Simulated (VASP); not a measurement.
# MgH in VASP: a series of runs

The runs below take MgH through single point, with PBE.

Program: VASP 6.6.1. These are calculated values, not measurements. Logs are shortened: lines on timing, memory, paths and dates and some standing lists are left out, and cuts for length are marked.

## (1) The cell of the first run

It takes space group Pmmn (No. 59, orthorhombic). Conventional cell: a = 3.258 Å, b = 4.735 Å, c = 6.566 Å, α = 90.00°, β = 90.00°, γ = 90.00°. Within 2.6 Å of Mg (site symmetry mm2) lie 2 H at 2.00 Å. Mg (site symmetry mm2) has 6 H at 2.02 to 2.09 Å within 2.7 Å. H (site symmetry m) has 4 Mg at 2.00 to 2.09 Å and 4 H at 2.36 to 2.46 Å within 2.6 Å.

## (2) Single point, PBE

Contents of INCAR:

```
PREC = Accurate
ENCUT = 520
EDIFF = 1E-6
ISMEAR = 0
SIGMA = 0.1
LREAL = False
LASPH = True
NELM = 60
ALGO = Normal
ISIF = 2
LWAVE = False
LCHARG = False
GGA = PE
NBANDS = 16
```

Contents of KPOINTS:

```
Automatic mesh
0
Gamma
  6 4 4
```

Contents of POSCAR:

```
MgH
1.0
    3.2578016217      0.0000000000      0.0000000000
    0.0000000000      4.7345261215      0.0000000000
    0.0000000000      0.0000000000      6.5658827608
Mg H
4 4
Direct
    0.5000000000      0.0000000000      0.8862768931
    0.0000000000      0.5000000000      0.1137231069
    0.5000000000      0.0000000000      0.3770820170
    0.0000000000      0.5000000000      0.6229179830
    0.0000000000      0.2509470741      0.3594060639
    0.0000000000      0.7490529259      0.3594060639
    0.5000000000      0.2490529259      0.6405939361
    0.5000000000      0.7509470741      0.6405939361
```

Potentials or basis: VASP PAW PBE potentials, release 64 (Mg, H).

The run is started by

```bash
> cat potpaw_PBE.64/Mg/POTCAR potpaw_PBE.64/H/POTCAR > POTCAR
> mpirun -np 1 vasp_std > vasp.out
```

OUTCAR:

```text
PREC = Accurate
   ENCUT = 520
   EDIFF = 1E-6
   ISMEAR = 0
   LREAL = False
   LASPH = True
   NELM = 60
   ISIF = 2
   GGA = PE

 ion  position               nearest neighbor table
   1  0.500  0.000  0.886-   7 2.00   8 2.00   3 3.22   2 3.24   2 3.24   2 3.24   2 3.24   3 3.34
                             4 3.35   4 3.35   4 3.35   4 3.35
   2  0.000  0.500  0.114-   5 2.00   6 2.00   4 3.22   1 3.24   1 3.24   1 3.24   1 3.24   4 3.34
                             3 3.35   3 3.35   3 3.35   3 3.35
   3  0.500  0.000  0.377-   5 2.02   6 2.02   5 2.02   6 2.02   7 2.09   8 2.09   1 3.22   4 3.30
                             4 3.30   4 3.30   4 3.30   1 3.34   2 3.35   2 3.35   2 3.35   2 3.35
   4  0.000  0.500  0.623-   7 2.02   8 2.02   7 2.02   8 2.02   5 2.09   6 2.09   2 3.22   3 3.30
                             3 3.30   3 3.30   3 3.30   2 3.34   1 3.35   1 3.35   1 3.35   1 3.35
   5  0.000  0.251  0.359-   2 2.00   3 2.02   3 2.02   4 2.09
   6  0.000  0.749  0.359-   2 2.00   3 2.02   3 2.02   4 2.09
   7  0.500  0.249  0.641-   1 2.00   4 2.02   4 2.02   3 2.09
   8  0.500  0.751  0.641-   1 2.00   4 2.02   4 2.02   3 2.09

  LATTYP: Found a simple orthorhombic cell.
 ALAT       =     3.2578016217
 B/A-ratio  =     1.4532886502
 C/A-ratio  =     2.0154335725

  Lattice vectors:

 A1 = (   3.2578016217,   0.0000000000,   0.0000000000)
 A2 = (   0.0000000000,   4.7345261215,   0.0000000000)
 A3 = (   0.0000000000,   0.0000000000,   6.5658827608)

Analysis of symmetry for initial positions (statically):
=====================================================================
 Subroutine PRICEL returns:
 Original cell was already a primitive cell.

 Routine SETGRP: Setting up the symmetry group for a
 simple orthorhombic supercell.

 Subroutine GETGRP returns: Found  8 space group operations
 (whereof  4 operations were pure point group operations)
 out of a pool of  8 trial point group operations.

The static configuration has the point symmetry C_2v.
 The point group associated with its full space group is D_2h.

Analysis of symmetry for dynamics (positions and initial velocities):
=====================================================================
 Subroutine PRICEL returns:
 Original cell was already a primitive cell.

 Routine SETGRP: Setting up the symmetry group for a
 simple orthorhombic supercell.

 Subroutine GETGRP returns: Found  8 space group operations
 (whereof  4 operations were pure point group operations)
 out of a pool of  8 trial point group operations.

The dynamic configuration has the point symmetry C_2v.
 The point group associated with its full space group is D_2h.

 Subroutine INISYM returns: Found  8 space group operations
 (whereof  4 operations are pure point group operations),
 and found     1 'primitive' translations

----------------------------------------------------------------------------------------

                                     Primitive cell

  volume of cell :     101.2731

  direct lattice vectors                    reciprocal lattice vectors
     3.257801622  0.000000000  0.000000000     0.306955461  0.000000000  0.000000000
     0.000000000  4.734526122  0.000000000     0.000000000  0.211214380  0.000000000
     0.000000000  0.000000000  6.565882761     0.000000000  0.000000000  0.152302445

  length of vectors
     3.257801622  4.734526122  6.565882761     0.306955461  0.211214380  0.152302445

  position of ions in fractional coordinates (direct lattice)
     0.500000000  0.000000000  0.886276893
     0.000000000  0.500000000  0.113723107
     0.500000000  0.000000000  0.377082017
     0.000000000  0.500000000  0.622917983
     0.000000000  0.250947074  0.359406064
     0.000000000  0.749052926  0.359406064
     0.500000000  0.249052926  0.640593936
     0.500000000  0.750947074  0.640593936

  ion indices of the primitive-cell ions
   primitive index   ion index
                 1           1
                 2           2
                 3           3
                 4           4
                 5           5
                 6           6
                 7           7
                 8           8

----------------------------------------------------------------------------------------

 KPOINTS: Automatic mesh

Automatic generation of k-mesh.
 Grid dimensions read from file:
 generate k-points for:    6    4    4

 Generating k-lattice:

  Cartesian coordinates                     Fractional coordinates (reciprocal lattice)
     0.051159244  0.000000000  0.000000000     0.166666667  0.000000000  0.000000000
     0.000000000  0.052803595  0.000000000     0.000000000  0.250000000  0.000000000
     0.000000000  0.000000000  0.038075611     0.000000000  0.000000000  0.250000000

  Length of vectors
     0.051159244  0.052803595  0.038075611

  Shift w.r.t. Gamma in fractional coordinates (k-lattice)
     0.000000000  0.000000000  0.000000000

 Subroutine IBZKPT returns following result:
[... 100 lines left out ...]

 k-point     2 :       0.1667    0.0000    0.0000
  band No.  band energies     occupation
      1      -6.2541      2.00000
      2      -3.3873      2.00000
      3      -1.9737      2.00000
      4      -1.1009      2.00000
      5       0.4419      2.00000
      6       2.9285      1.73981
[... 8 lines left out ...]
     15       8.9581      0.00000
     16      11.3971      0.00000

 k-point     3 :       0.3333    0.0000    0.0000
  band No.  band energies     occupation
      1      -5.2790      2.00000
      2      -3.1508      2.00000
      3      -1.2261      2.00000
      4      -0.0585      2.00000
      5       0.4022      2.00000
      6       1.4304      2.00000
[... 8 lines left out ...]
     15       9.2162      0.00000
     16       9.7361      0.00000

 k-point     4 :       0.5000    0.0000    0.0000
  band No.  band energies     occupation
      1      -3.9349      2.00000
      2      -3.9349      2.00000
      3      -0.2440      2.00000
      4      -0.2440      2.00000
      5       1.0172      2.00000
      6       1.0172      2.00000
[... 8 lines left out ...]
     15       8.3895      0.00000
     16       8.3895      0.00000

 k-point     5 :       0.0000    0.2500    0.0000
  band No.  band energies     occupation
      1      -6.2122      2.00000
      2      -3.4252      2.00000
      3      -3.2224      2.00000
      4      -1.0657      2.00000
      5      -0.6445      2.00000
      6       1.9793      2.00000
[... 8 lines left out ...]
     15      11.2689      0.00000
     16      11.6739      0.00000

 k-point     6 :       0.1667    0.2500    0.0000
  band No.  band energies     occupation
      1      -5.8735      2.00000
      2      -3.1243      2.00000
      3      -3.0288      2.00000
      4      -0.7041      2.00000
      5      -0.5156      2.00000
      6       2.3240      2.00000
[... 8 lines left out ...]
     15       9.3606      0.00000
     16      10.4619      0.00000
[... 267 lines left out ...]
 k-point    21 :       0.0000    0.5000    0.2500
  band No.  band energies     occupation
      1      -5.0148      2.00000
      2      -5.0148      2.00000
      3      -2.5870      2.00000
      4      -2.5870      2.00000
      5       0.8217      2.00000
      6       0.8217      2.00000
[... 8 lines left out ...]
     15      11.3823      0.00000
     16      11.3823      0.00000

 k-point    22 :       0.1667    0.5000    0.2500
  band No.  band energies     occupation
      1      -4.6913      2.00000
      2      -4.6913      2.00000
      3      -2.3556      2.00000
      4      -2.3556      2.00000
      5       1.0334      2.00000
      6       1.0334      2.00000
[... 8 lines left out ...]
     15      11.0137      0.00000
     16      11.0137      0.00000

 k-point    23 :       0.3333    0.5000    0.2500
  band No.  band energies     occupation
      1      -3.7778      2.00000
      2      -3.7778      2.00000
      3      -1.9852      2.00000
      4      -1.9852      2.00000
      5       1.3785      2.00000
      6       1.3785      2.00000
[... 8 lines left out ...]
     15      10.4300      0.00000
     16      10.4300      0.00000

 k-point    24 :       0.5000    0.5000    0.2500
  band No.  band energies     occupation
      1      -2.5682      2.00000
      2      -2.5682      2.00000
      3      -2.5516      2.00000
      4      -2.5516      2.00000
      5       2.0302      2.00000
      6       2.0302      2.00000
[... 8 lines left out ...]
     15      10.2975      0.00000
     16      10.2975      0.00000

 [... further k-points ...]

------------------------ aborting loop because EDIFF is reached ----------------------------------------

  FORCE on cell =-STRESS in cart. coord.  units (eV):
  Direction    XX          YY          ZZ          XY          YZ          ZX
  --------------------------------------------------------------------------------------
  -------------------------------------------------------------------------------------
  Total        0.0128238     -0.1393691      0.0138048      0.0000000      0.0000000      0.0000000
  in kB        0.2028776     -2.2048689      0.2183967      0.0000000      0.0000000      0.0000000
  external PRESSURE =      -0.5945315 kB  Pullay stress =       0.0000000 kB

 VOLUME and BASIS-vectors are now :
 -----------------------------------------------------------------------------
  energy-cutoff  :      520.00
  volume of cell :      101.27
      direct lattice vectors                 reciprocal lattice vectors
     3.257801622  0.000000000  0.000000000     0.306955461  0.000000000  0.000000000
     0.000000000  4.734526122  0.000000000     0.000000000  0.211214380  0.000000000
     0.000000000  0.000000000  6.565882761     0.000000000  0.000000000  0.152302445

 POSITION                                       TOTAL-FORCE (eV/Angst)
 -----------------------------------------------------------------------------------
      1.62890      0.00000      5.81919         0.000000     -0.000000      0.000665
      0.00000      2.36726      0.74669         0.000000     -0.000000     -0.000665
      1.62890      0.00000      2.47588         0.000000     -0.000000      0.006842
      0.00000      2.36726      4.09001         0.000000     -0.000000     -0.006842
      0.00000      1.18812      2.35982         0.000000     -0.002344     -0.005822
      0.00000      3.54641      2.35982         0.000000      0.002344     -0.005822
      1.62890      1.17915      4.20606         0.000000      0.002344      0.005822
      1.62890      3.55538      4.20606         0.000000     -0.002344      0.005822
 -----------------------------------------------------------------------------------
    total drift:                                0.000000      0.000000      0.000000

  FREE ENERGIE OF THE ION-ELECTRON SYSTEM (eV)
  ---------------------------------------------------
  free  energy   TOTEN  =       -19.7967841996 eV

  energy  without entropy=      -19.7891786375  energy(sigma->0) =      -19.79298142
```

Run time: 59 s. Hardware: 1 thread of Intel Xeon 8259CL, shared host; peak memory 0.22 GiB.

What came out:

```
Free energy            : -19.7968 eV
Pressure               : -0.1 GPa
Largest force          : 0.007 eV/Å
Band gap on the k mesh : zero (bands 6 and 7 overlap by 1.32 eV)
```

Forces in eV/Å, atoms in the order of the input:
```
Mg   0.000  0.000  0.001
Mg   0.000  0.000 -0.001
Mg   0.000  0.000  0.007
Mg   0.000  0.000 -0.007
H    0.000 -0.002 -0.006
H    0.000  0.002 -0.006
H    0.000  0.002  0.006
H    0.000 -0.002  0.006
```

Stress tensor (GPa, compression positive):
```
 0.02  0.00  0.00
 0.00 -0.22  0.00
 0.00  0.00  0.02
```

Levels at points of the mesh, in eV from the Fermi level:
```tsv
k point	band 3	band 4	band 5	band 6	band 7	band 8	band 9	band 10
(0.00, 0.00, 0.00)	-5.25	-4.47	-2.64	-0.43	1.26	1.77	2.87	3.21
(0.50, 0.00, 0.00)	-3.25	-3.25	-1.99	-1.99	-0.06	-0.06	2.91	2.91
(0.00, 0.50, 0.00)	-5.18	-5.18	-2.89	-2.89	3.20	3.20	5.37	5.37
(0.50, 0.50, 0.00)	-5.58	-5.58	-0.53	-0.53	-0.39	-0.39	1.18	1.18
(0.00, 0.00, 0.50)	-5.17	-2.95	-2.85	-0.01	0.14	0.90	2.22	5.57
(0.50, 0.00, 0.50)	-3.24	-3.24	-2.75	-2.75	2.37	2.37	2.96	2.96
(0.00, 0.50, 0.50)	-5.93	-5.93	-1.42	-1.42	1.61	1.61	5.49	5.49
(0.50, 0.50, 0.50)	-5.54	-5.54	-1.27	-1.27	-1.01	-1.01	3.55	3.55
```

## (3) Single point, PBE

Contents of INCAR:

```
PREC = Accurate ; ENCUT = 520
EDIFF = 1E-6 ; ISMEAR = 0
SIGMA = 0.2 ; LREAL = F
LASPH = T ; NELM = 100
ALGO = Normal ; ISIF = 2
LWAVE = F ; LCHARG = F
GGA = PE ; NBANDS = 16
```

Contents of KPOINTS:

```
regular mesh
0
Gamma
  6 4 4
```

Contents of POSCAR:

```
MgH
1.0
   -1.6163329267     -2.8285484331     -0.0072827107
   -5.6995415762      3.2597447040     -0.0103302690
    0.0117590421      0.0056835518     -4.7345081072
Mg H
4 4
Direct
    0.2499204486      0.1137165654     -0.0000258000
   -0.2500017019     -0.1137296484      0.5000223213
    0.2500839882      0.6229114415      0.0000346704
    0.7499469451      0.3770948193      0.4999610259
    0.7500262184      0.6405873946      0.7490271260
    0.7500289426      0.6405963911      0.2510705734
    0.2500037784      0.3594295086      0.7510176227
    0.2499913807      0.3593935278      0.2488924603
```

Potentials or basis: VASP PAW PBE potentials, release 64 (Mg, H).

The run is started by

```bash
> cat potpaw_PBE.64/Mg/POTCAR potpaw_PBE.64/H/POTCAR > POTCAR
> mpirun -np 1 vasp_std > vasp.out
```

It took 1.8 min on 1 thread of Intel Xeon 8259CL, shared host; peak memory 0.23 GiB.

It converged, with:

```
Free energy            : -19.8078 eV
Pressure               : 0.0 GPa
Largest force          : 0.012 eV/Å
Band gap on the k mesh : zero (bands 6 and 7 overlap by 1.32 eV)
```

Forces in eV/Å, atoms in the order of the input:
```
Mg   0.010 -0.006  0.000
Mg  -0.010  0.006  0.000
Mg   0.003 -0.001  0.001
Mg  -0.002  0.001 -0.001
H    0.001 -0.001 -0.005
H    0.001 -0.001  0.005
H   -0.001  0.001  0.006
H   -0.001  0.001 -0.006
```

Levels at points of the mesh, in eV from the Fermi level:
```csv
k point,band 4,band 5,band 6,band 7,band 8,band 9
"(0.00, 0.00, 0.00)",-4.44,-2.61,-0.40,1.30,1.80,2.90
"(0.50, 0.00, 0.00)",-3.22,-1.96,-1.96,-0.03,-0.03,2.94
"(0.00, 0.50, 0.00)",-2.92,-2.81,0.03,0.17,0.94,2.26
"(0.50, 0.50, 0.00)",-3.21,-2.72,-2.72,2.40,2.40,2.99
"(0.00, 0.00, 0.50)",-5.15,-2.85,-2.85,3.23,3.23,5.40
"(0.50, 0.00, 0.50)",-5.55,-0.50,-0.50,-0.35,-0.35,1.21
"(0.00, 0.50, 0.50)",-5.90,-1.39,-1.39,1.65,1.65,5.52
"(0.50, 0.50, 0.50)",-5.51,-1.24,-1.24,-0.97,-0.97,3.58
```

## (4) Single point, PBE

This run uses another cell than the first one, of 12.71 Å³/atom.

Contents of INCAR:

```
PREC = Accurate
ENCUT = 520
EDIFF = 1E-7
ISMEAR = 0
SIGMA = 0.1
LREAL = F
LASPH = T
NELM = 80
ALGO = Normal
ISIF = 2
LWAVE = F
LCHARG = F
GGA = PE
NBANDS = 16
```

Contents of KPOINTS:

```
regular mesh
0
Gamma
  12 8 6
```

Contents of POSCAR:

```
MgH
1.0
    3.3128610014      0.0000000000      0.0000000000
    0.0000000000      4.6878662891      0.0000000000
    0.0000000000      0.0000000000      6.5489477311
Mg H
4 4
Direct
    0.5000000000      0.0000000000      0.8861101996
    0.0000000000      0.5000000000      0.1138898004
    0.5000000000      0.0000000000      0.3770052121
    0.0000000000      0.5000000000      0.6229947879
    0.0000000000      0.2496815191      0.3606993373
    0.0000000000      0.7503184809      0.3606993373
    0.5000000000      0.2503184809      0.6393006627
    0.5000000000      0.7496815191      0.6393006627
```

The run is started by

```bash
> cat potpaw_PBE.64/Mg/POTCAR potpaw_PBE.64/H/POTCAR > POTCAR
> mpirun -np 1 vasp_std > vasp.out
```

Run time: 5.4 min. Hardware: 1 thread of Intel Xeon 8259CL, shared host; peak memory 0.35 GiB.

The run converged. Its results:

```
Free energy            : -19.8076 eV
Pressure               : -0.2 GPa
Largest force          : 0.004 eV/Å
Band gap on the k mesh : zero (bands 6 and 7 overlap by 1.51 eV)
```

Forces on the atoms (eV/Å):
```
Mg   0.000  0.000 -0.004
Mg   0.000  0.000  0.004
Mg   0.000  0.000  0.004
Mg   0.000  0.000 -0.004
H    0.000  0.000  0.001
H    0.000  0.000  0.001
H    0.000  0.000 -0.001
H    0.000  0.000 -0.001
```

Levels at points of the mesh, in eV from the Fermi level:
```tsv
k point	band 4	band 5	band 6	band 7	band 8	band 9
(0.00, 0.00, 0.00)	-4.43	-2.48	-0.26	1.41	1.65	3.07
(0.50, 0.00, 0.00)	-3.17	-2.04	-2.04	-0.12	-0.12	2.98
(0.00, 0.50, 0.00)	-5.09	-2.81	-2.81	3.13	3.13	5.63
(0.50, 0.50, 0.00)	-5.59	-0.53	-0.53	-0.43	-0.43	1.16
(0.00, 0.00, 0.50)	-2.83	-2.79	0.06	0.32	1.09	2.34
(0.50, 0.00, 0.50)	-3.16	-2.82	-2.82	2.35	2.35	3.01
(0.00, 0.50, 0.50)	-5.84	-1.37	-1.37	1.71	1.71	5.67
(0.50, 0.50, 0.50)	-5.55	-1.28	-1.28	-1.06	-1.06	3.56
```

## (5) Summary

| cell | k mesh | smearing | gap on the mesh (eV) | pressure (GPa) | largest force (eV/Å) |
| --- | --- | --- | --- | --- | --- |
| a = 3.258, b = 4.735, c = 6.566 Å, 8 atoms, atomic positions A | 6 × 4 × 4 | gaussian 0.1 eV | none | -0.1 | 0.01 |
| a = 3.258, b = 6.566, c = 4.735 Å, 8 atoms, atomic positions B | 6 × 4 × 4 | gaussian 0.2 eV | none | 0.0 | 0.01 |
| a = 3.313, b = 4.688, c = 6.549 Å, 8 atoms, atomic positions C | 12 × 8 × 6 | gaussian 0.1 eV | none | -0.2 | - |

Alike in all rows: task single point; level PBE; potentials or basis VASP PAW PBE potentials, release 64 (Mg, H); no spin polarisation; cutoff (eV) 520.

Total energies depend on the potentials used, so only differences within one code and one set of settings carry meaning.
